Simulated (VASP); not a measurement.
Runs of VASP 6.6.1 on HfO2. The structure is that of space group P4_2/nmc (No. 137), or close to it. The cells are those of the table. 

```tsv
cell	gap on the mesh (eV)	pressure (GPa)	largest force (eV/Å)
a = 3.558, b = 3.558, c = 5.249 Å, 6 atoms	4.67	2.9	0.04
a = 3.558, b = 3.558, c = 5.327 Å, 6 atoms	(a)	-0.4	0.19
a = 3.558, b = 3.558, c = 5.017 Å, 6 atoms	4.46	14.6	0.36
a = 3.558, b = 3.558, c = 5.172 Å, 6 atoms	4.76	6.5	0.10
a = 3.558, b = 3.558, c = 5.094 Å, 6 atoms	(b)	10.4	0.23
```

Alike in all rows: task single point; level PBE; potentials or basis VASP PAW PBE potentials, release 64 (Hf_pv, O); no spin polarisation; k mesh 6 × 6 × 4; cutoff (eV) 520; smearing gaussian 0.02 eV.

**Question.** Fill in the values left out.

**Answer.** (a) 4.57; (b) 4.63.

Caveats: spin-orbit coupling is left out, which moves the levels of the heavy elements; the cell stands under pressure (at least some runs).

A k mesh can miss the band edges, and the runs leave out spin-orbit coupling on Hf.
